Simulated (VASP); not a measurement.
Wanted: the native input for a VASP 6.6.1 run.

| Quantity | Value |
| --- | --- |
| Task | single point |
| Functional | PBEsol |
| Potentials or basis | VASP PAW PBE potentials, release 64 (Zr_sv, S) |
| Cutoff | 520 eV |
| k mesh | 16 × 16 × 16 |
| Occupations | gaussian, width 0.15 eV |
| Spin | no spin polarisation |
| Dipole correction | no |
| Further INCAR settings | ALGO = Normal; EDIFF = 1e-06; NBANDS = 16 |

The structure of ZrS lies in POSCAR:

```
ZrS
1.0
    0.0000000000      2.6250000000      2.6250000000
    2.6250000000      0.0000000000      2.6250000000
    2.6250000000      2.6250000000      0.0000000000
Zr S
1 1
Direct
    0.0571428571      0.0571428571     -0.0571428571
    0.5000000000      0.5000000000      0.5000000000
```

This cell differs from its parent crystal: all Zr atoms moved -0.300 Å, as atom 1 towards its neighbour atom 2 (S) at 2.625 Å.

The input as run:

INCAR

```
ALGO = Normal
EDIFF = 1E-6
ENCUT = 520
GGA = PS
ISIF = 2
ISMEAR = 0
LASPH = True
LCHARG = True
LELF = True
LREAL = False
LVHAR = True
LWAVE = False
NBANDS = 16
NELM = 80
PREC = Accurate
SIGMA = 0.15
```

KPOINTS

```
k-points
0
Gamma
  16 16 16
```

Potentials or basis: VASP PAW PBE potentials, release 64 (Zr_sv, S).

Run with:

```console
$ cat potpaw_PBE.64/Zr_sv/POTCAR potpaw_PBE.64/S/POTCAR > POTCAR
$ mpirun -np 1 vasp_std > vasp.out
```

Results of the run:

* Pressure: -0.6 GPa
* Largest force: 2.321 eV/Å
* Band gap on the k mesh: zero (band 9 reaches 11.61 eV, above the bottom of band 10 at 9.46 eV)

Caveat: the cell differs from its parent crystal (all Zr atoms moved -0.300 Å, as atom 1 towards its neighbour atom 2 (S) at 2.625 Å); the PAW data sets were made with another functional, which shifts forces and pressure a little.

It took 93 s on 1 thread of Intel(R) Xeon(R) Platinum 8488C (Sapphire Rapids), on a shared host, peak memory 0.31 GiB.
